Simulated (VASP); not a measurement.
Input of a VASP 6.6.1 run:

The input POSCAR:

```
Si
1.0
    2.4234399005      0.0000000000      0.0000000000
   -1.2117199502      2.0987605184      0.0000000000
    0.0000000000      0.0000000000      4.0924650740
Si
2
Direct
    0.3333333333      0.6666666667      0.2500000000
    0.6666666667      0.3333333333      0.7500000000
```

Contents of INCAR.step1:

```
PREC = Accurate
ENCUT = 520
ISMEAR = 0
SIGMA = 0.05
LREAL = F
LASPH = T
NELM = 60
NBANDS = 11
GGA = PE
ALGO = Normal
EDIFF = 1E-4
LWAVE = T
LCHARG = F
```

INCAR.step2

```
PREC = Accurate
ENCUT = 520
EDIFF = 1E-7
ISMEAR = 0
SIGMA = 0.05
LREAL = F
LASPH = T
NELM = 60
ALGO = Normal
ISIF = 2
LWAVE = F
LCHARG = F
METAGGA = R2SCAN
LMIXTAU = T
NBANDS = 11
ISTART = 1
```

The input KPOINTS:

```
Automatic mesh
0
Gamma
  20 20 12
```

Potentials or basis: VASP PAW PBE potentials, release 64 (Si).

Run with:

```sh
$ cat potpaw_PBE.64/Si/POTCAR > POTCAR
$ cp INCAR.step1 INCAR
$ mpirun -np 1 vasp_std > vasp.out
$ cp INCAR.step2 INCAR
$ mpirun -np 1 vasp_std > vasp.out
```

Task: Estimate the band gap on the k mesh.

Result: Zero (band 4 reaches 27.57 eV, above the bottom of band 5 at 11.44 eV).

Task: Predict the pressure.

Result: 52.2 GPa.

Caveat: the PAW data sets were made with another functional, which shifts forces and pressure a little.
